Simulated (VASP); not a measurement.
A run of VASP 6.6.1 is set up as follows.

The input INCAR:

```
SYSTEM = Rh
PREC = Accurate
ENCUT = 500
EDIFF = 1E-6
ISMEAR = -1
SIGMA = 0.1
LREAL = .FALSE.
LASPH = .TRUE.
NELM = 120
ALGO = Normal
ISIF = 2
LWAVE = .FALSE.
LCHARG = .FALSE.
GGA = PE
NBANDS = 14
GGA_COMPAT = .FALSE.
```

The input KPOINTS:

```
regular mesh
0
G
  13 13 13
  0 0 0
```

POSCAR

```
Rh
1.0
    0.0000000000      1.9104189093      1.9104189093
    1.9104189093      0.0000000000      1.9104189093
    1.9104189093      1.9104189093      0.0000000000
Rh
1
Direct
    0.0000000000      0.0000000000      0.0000000000
```

Potentials or basis: VASP PAW PBE potentials, release 64 (Rh_pv).

Run with:

```console
$ cat potpaw_PBE.64/Rh_pv/POTCAR > POTCAR
$ mpirun -np 1 vasp_std > vasp.out
```

Question: Predict the pressure.

Answer: 2.5 GPa.
